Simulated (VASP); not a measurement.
# In (R-3m) in VASP: a series of runs, part 4 of 4

VASP 6.6.1. The steps go on from the part before.

### Step 5. Electric field gradients, PBE (28.00 Å³/atom)

This run uses another cell than the first one, of 28.00 Å³/atom.

File INCAR:

```
SYSTEM = In
PREC     = Accurate       ! precision mode
ENCUT    = 520            ! plane-wave cutoff, eV
EDIFF    = 1E-8           ! SCF threshold, eV
ISMEAR   = -1             ! smearing method
SIGMA    = 0.05           ! smearing width, eV
LREAL    = .FALSE.        ! projectors in reciprocal space
LASPH    = .TRUE.         ! aspherical terms in the spheres
NELM     = 80             ! most SCF steps
ALGO     = Normal         ! electronic algorithm
ISIF     = 2              ! what is computed and relaxed
LWAVE    = .FALSE.        ! write WAVECAR
LCHARG   = .FALSE.        ! write CHGCAR
GGA      = PE             ! functional
LEFG     = .TRUE.       
NBANDS   = 26             ! bands
```

File KPOINTS:

```
Automatic mesh
0
G
  14 14 14
  0 0 0
```

File POSCAR:

```
In
1.0
    1.7023831070      0.9828713451      8.3684347693
   -1.7023831070      0.9828713451      8.3684347693
    0.0000000000     -1.9657426902      8.3684347693
In
3
Direct
    0.0000000000      0.0000000000      0.0000000000
    0.7780122400      0.7780122400      0.7780122400
    0.2219877600      0.2219877600      0.2219877600
```

Potentials or basis: VASP PAW PBE potentials, release 64 (In_d).

Run with:

```sh
$ cat potpaw_PBE.64/In_d/POTCAR > POTCAR
$ mpirun -np 1 vasp_std > vasp.out
```

OUTCAR:

```text
SYSTEM = In
   PREC = Accurate
   ENCUT = 520
   EDIFF = 1E-8
   ISMEAR = -1
   LREAL = .FALSE.
   LASPH = .TRUE.
   NELM = 80
   ISIF = 2
   GGA = PE

 ion  position               nearest neighbor table
   1  0.000  0.000  0.000-   2 3.42   2 3.42   3 3.42   3 3.42   2 3.42   3 3.42
   2  0.778  0.778  0.778-   3 3.40   3 3.40   3 3.40   1 3.42   1 3.42   1 3.42
   3  0.222  0.222  0.222-   2 3.40   2 3.40   2 3.40   1 3.42   1 3.42   1 3.42

  LATTYP: Found a trigonal (rhomboedric) cell.
 ALAT       =     8.5962110730
 COS(alpha) =     0.9215612875

  Lattice vectors:

 A1 = (   1.7023831070,   0.9828713451,   8.3684347693)
 A2 = (  -1.7023831070,   0.9828713451,   8.3684347693)
 A3 = (   0.0000000000,  -1.9657426902,   8.3684347693)

Analysis of symmetry for initial positions (statically):
=====================================================================
 Subroutine PRICEL returns:
 Original cell was already a primitive cell.

 Routine SETGRP: Setting up the symmetry group for a
 trigonal (rhombohedral) supercell.

 Subroutine GETGRP returns: Found 12 space group operations
 (whereof 12 operations were pure point group operations)
 out of a pool of 12 trial point group operations.

The static configuration has the point symmetry D_3d.

Analysis of symmetry for dynamics (positions and initial velocities):
=====================================================================
 Subroutine PRICEL returns:
 Original cell was already a primitive cell.

 Routine SETGRP: Setting up the symmetry group for a
 trigonal (rhombohedral) supercell.

 Subroutine GETGRP returns: Found 12 space group operations
 (whereof 12 operations were pure point group operations)
 out of a pool of 12 trial point group operations.

The dynamic configuration has the point symmetry D_3d.

 Subroutine INISYM returns: Found 12 space group operations
 (whereof 12 operations are pure point group operations),
 and found     1 'primitive' translations

----------------------------------------------------------------------------------------

                                     Primitive cell

  volume of cell :      84.0136

  direct lattice vectors                    reciprocal lattice vectors
     1.702383107  0.982871345  8.368434769     0.293705922  0.169571193  0.039832220
    -1.702383107  0.982871345  8.368434769    -0.293705922  0.169571193  0.039832220
     0.000000000 -1.965742690  8.368434769     0.000000000 -0.339142386  0.039832220

  length of vectors
     8.596211073  8.596211073  8.596211073     0.341473519  0.341473519  0.341473519

  position of ions in fractional coordinates (direct lattice)
     0.000000000  0.000000000  0.000000000
     0.778012240  0.778012240  0.778012240
     0.221987760  0.221987760  0.221987760

  ion indices of the primitive-cell ions
   primitive index   ion index
                 1           1
                 2           2
                 3           3
[... 78 lines left out ...]
   ISIF   =      2    stress and relaxation
   ISYM   =      2    0-nonsym 1-usesym 2-fastsym
   POTIM  = 0.5000    time-step for ionic-motion
   TEBEG  =    0.0;   TEEND  =   0.0 temperature during run
   PSTRESS=    0.0 pullay stress
   NELECT =      39.0000    total number of electrons
   NUPDOWN=      -1.0000    fix difference up-down
   EMIN   =  10.00;   EMAX   =-10.00  energy-range for DOS
   EFERMI =   0.00;   METHOD = LEGACY
   ISMEAR =    -1;   SIGMA  =   0.05  broadening in eV -4-tet -1-fermi 0-gaus
   EFERMI_NEDOS =   21; number of points for ismear=-14 and -15
   IALGO  =     38    algorithm
   IMIX   =      4    mixing-type and parameters
     AMIX     =   0.40;   BMIX     =  1.00
     AMIX_MAG =   1.60;   BMIX_MAG =  1.00
  volume/ion in A,a.u.               =      28.00       188.98
  Fermi-wavevector in a.u.,A,eV,Ry     =   1.267593  2.395404 21.861737  1.606792
  Thomas-Fermi vector in A             =   2.400733
   LORBIT       =      0    0 simple, 1 ext, 2 COOP (PROOUT), +10 PAW based schemes
   GGA     = PE    functional components
   LHFCALC =     F    Hartree Fock is set to
   AEXX    =    0.0000 exact exchange contribution
   IVDW    =     0    specifies the selected vdW correction
   LEPSILON=     F    determine dielectric tensor
   LRPA    =     F    only Hartree local field effects (RPA)
 non-spin polarized calculation
  energy-cutoff  :      520.00
  volume of cell :       84.01
 maximum number of plane-waves:      2283
   NGX = 31   NGY = 31   NGZ = 31

 number of electron      39.0000002 magnetization

 Free energy of the ion-electron system (eV)
  ---------------------------------------------------
  ext. energy  EPLUGINS =         0.00000000
  ---------------------------------------------------
  free energy    TOTEN  =        -7.66912701 eV

  energy without entropy =       -7.65579988  energy(sigma->0) =       -7.66246344

 E-fermi :   6.7995     XC(G=0):  -9.9344

 val. band max:        6.7958360450   @ k =   0.2857   0.0714   0.0714
 cond. band min:       6.8047351294   @ k =  -0.2857   0.5000   0.2143
 fundamental gap:      0.0088990844
 Fermi energy:         6.7995280958

 k-point     1 :       0.0000    0.0000    0.0000
  band No.  band energies     occupation
      1      -7.8262      2.00000
      2      -7.8230      2.00000
      3      -7.7959      2.00000
      4      -7.7898      2.00000
      5      -7.7898      2.00000
      6      -7.7714      2.00000
[... 685 lines left out ...]
     25      12.8790      0.00000
     26      14.0880      0.00000

 [... further k-points ...]

------------------------ aborting loop because EDIFF is reached ----------------------------------------

  FORCE on cell =-STRESS in cart. coord.  units (eV):
  Direction    XX          YY          ZZ          XY          YZ          ZX
  --------------------------------------------------------------------------------------
  -------------------------------------------------------------------------------------
  Total       -0.2988301     -0.2988301     -0.2083956      0.0000000      0.0000000      0.0000000
  in kB       -5.6988259     -5.6988259     -3.9741987      0.0000000      0.0000000      0.0000000
  external PRESSURE =      -5.1239502 kB  Pullay stress =       0.0000000 kB

 VOLUME and BASIS-vectors are now :
 -----------------------------------------------------------------------------
  energy-cutoff  :      520.00
  volume of cell :       84.01
      direct lattice vectors                 reciprocal lattice vectors
     1.702383107  0.982871345  8.368434769     0.293705922  0.169571193  0.039832220
    -1.702383107  0.982871345  8.368434769    -0.293705922  0.169571193  0.039832220
     0.000000000 -1.965742690  8.368434769     0.000000000 -0.339142386  0.039832220

 POSITION                                       TOTAL-FORCE (eV/Angst)
 -----------------------------------------------------------------------------------
      0.00000      0.00000      0.00000         0.000000     -0.000000      0.000000
      0.00000      0.00000     19.53223         0.000000      0.000000      0.000965
      0.00000      0.00000      5.57307         0.000000     -0.000000     -0.000965
 -----------------------------------------------------------------------------------
    total drift:                                0.000000      0.000000     -0.000000

  FREE ENERGIE OF THE ION-ELECTRON SYSTEM (eV)
  ---------------------------------------------------
  free  energy   TOTEN  =        -7.6691270102 eV

  energy  without entropy=       -7.6557998760  energy(sigma->0) =       -7.66246344

 Electric field gradients (V/A^2)
---------------------------------------------------------------------
 ion       V_xx      V_yy      V_zz      V_xy      V_xz      V_yz
---------------------------------------------------------------------
   1      -1.278    -1.278     2.556     0.000    -0.000     0.000
   2       2.159     2.159    -4.319    -0.000     0.000    -0.000
   3       2.159     2.159    -4.319    -0.000    -0.000    -0.000
---------------------------------------------------------------------

 Electric field gradients after diagonalization (V/A^2)
 (convention: |V_zz| > |V_xx| > |V_yy|)
----------------------------------------------------------------------
 ion       V_xx      V_yy      V_zz     asymmetry (V_yy - V_xx)/ V_zz
----------------------------------------------------------------------
   1      -1.278    -1.278     2.556       0.000
   2       2.159     2.159    -4.319       0.000
   3       2.159     2.159    -4.319       0.000
----------------------------------------------------------------------

           NMR quadrupolar parameters

 Cq : quadrupolar parameter    Cq=e*Q*V_zz/h
 eta: asymmetry parameters     (V_yy - V_xx)/ V_zz
 Q  : nuclear electric quadrupole moment in mb (millibarn)
----------------------------------------------------------------------
 ion       Cq(MHz)       eta       Q (mb)
----------------------------------------------------------------------
   1       0.006       0.000       1.000
   2      -0.010       0.000       1.000
   3      -0.010       0.000       1.000
----------------------------------------------------------------------
```

Run time: 49 min. Hardware: 1 thread of Oxide Virtual Turin-like, shared host; peak memory 0.79 GiB.

What came out:

```yaml
Free_energy: -7.6691 eV
Pressure: -0.5 GPa
Band_gap_on_the_k_mesh: zero (an odd number of electrons rules out a gap without spin polarisation)
Largest_electric_field_gradient_by_atom: In +2.6, -4.3 (each value once) V/Å²
```

Electric field gradients, principal values (V/Å²):
```csv
atom,least,middle,greatest (by size)
1 In,-1.278,-1.278,2.556
2 In,2.159,2.159,-4.319
3 In,2.159,2.159,-4.319
```

Caveat: without QUAD_EFG the Cq values of the log hold for a quadrupole moment of 1 mb, not for the nuclei; spin-orbit coupling is left out, which moves the levels of the heavy elements.

### Step 6. The runs side by side

```csv
cell,gap on the mesh (eV),pressure (GPa),largest force (eV/Å)
"a = 8.487 Å, angles 22.8°, 3 atoms",none,0.9,0.01
"a = 8.459 Å, angles 22.8°, 3 atoms",none,1.3,0.01
"a = 8.542 Å, angles 22.8°, 3 atoms",none,0.1,-
"a = 8.596 Å, angles 22.8°, 3 atoms",none,-0.5,-
```

Alike in all rows: task electric field gradients; level PBE; potentials or basis VASP PAW PBE potentials, release 64 (In_d); no spin polarisation; k mesh 14 × 14 × 14; cutoff (eV) 520; smearing fermi-dirac 0.05 eV.

Caveats: spin-orbit coupling is left out, which moves the levels of the heavy elements.

Total energies depend on the potentials used, so only differences within one code and one set of settings carry meaning.
